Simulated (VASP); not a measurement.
Wanted: the native input for a VASP 6.6.1 run.

```
Task                   : single point
Functional             : LDA
Potentials or basis    : VASP PAW LDA potentials, release 64 (Rh_pv)
Cutoff                 : 520 eV
k mesh                 : 11 × 11 × 11
Occupations            : fermi-dirac, width 0.1 eV
Spin                   : no spin polarisation
Dipole correction      : no
Further INCAR settings : ALGO = Normal; EDIFF = 1e-07; NBANDS = 22
```

The structure of Rh lies in POSCAR:

```
Rh
1.0
    0.0000000000      2.7661823609      2.7661823609
    2.7661823609      0.0000000000      2.7661823609
    2.7661823609      2.7661823609      0.0000000000
Rh
2
Direct
    0.1250000000      0.1250000000      0.1250000000
    0.8750000000      0.8750000000      0.8750000000
```

This isn't the form of Rh at room conditions, which is fcc.

These files were run (other wordings do the same):

INCAR

```
ALGO = Normal ; EDIFF = 1E-7
ENCUT = 520 ; ISIF = 2
ISMEAR = -1 ; LASPH = True
LCHARG = False ; LREAL = False
LWAVE = False ; NBANDS = 22
NELM = 80 ; PREC = Accurate
SIGMA = 0.1
```

KPOINTS

```
k-points
0
Gamma
  11 11 11
```

Potentials or basis: VASP PAW LDA potentials, release 64 (Rh_pv).

Launch:

```bash
$ cat potpaw_LDA.64/Rh_pv/POTCAR > POTCAR
$ mpirun -np 1 vasp_std > vasp.out
```

Results of the run:

The pressure is -9.8 GPa and the band gap on the k mesh is zero (bands 15 and 16 overlap by 1.08 eV).

Caveat: the cell stands under tension.

Wall time 18 s on 1 thread of Intel(R) Xeon(R) 6975P-C (Granite Rapids), on a shared host, peak memory 0.17 GiB.
